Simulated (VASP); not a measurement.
GeWCl3:

```
Ge W Cl
1.0
     5.12661    0.00000    0.00000
     0.00000    5.12661    0.00000
     0.00000    0.00000    5.12661
Ge W Cl
1 1 3
Direct
  0.00000 0.00000 0.00000
  0.50000 0.50000 0.50000
  0.00000 0.50000 0.50000
  0.50000 0.00000 0.50000
  0.50000 0.50000 0.00000
```

Base run:

* Program: VASP 6.6.1
* Functional: PBE
* Potentials or basis: VASP PAW PBE potentials, release 64 (Ge_d, W_sv, Cl)
* Cutoff: 520 eV
* k mesh: 4 × 4 × 4
* Occupations: gaussian, width 0.1 eV
* Spin: no spin polarisation

Its results: pressure -7.6 GPa.

Q: The run is repeated on the same cell with these changes: spin from no spin polarisation to collinear spin, ferromagnetic start; further incar settings from ALGO = Normal; EDIFF = 1e-06; NBANDS = 32 to ALGO = Normal; EDIFF = 1e-07; NBANDS = 36. What comes out?

A: Pressure -2.6 GPa; net moment 4.98 μB per cell; site moments Ge +0.59; W +2.74; Cl +0.02 μB.

Caveats: an odd number of electrons without spin polarisation forces a metal (some runs); a magnetic or distorted state may lie lower (some runs).
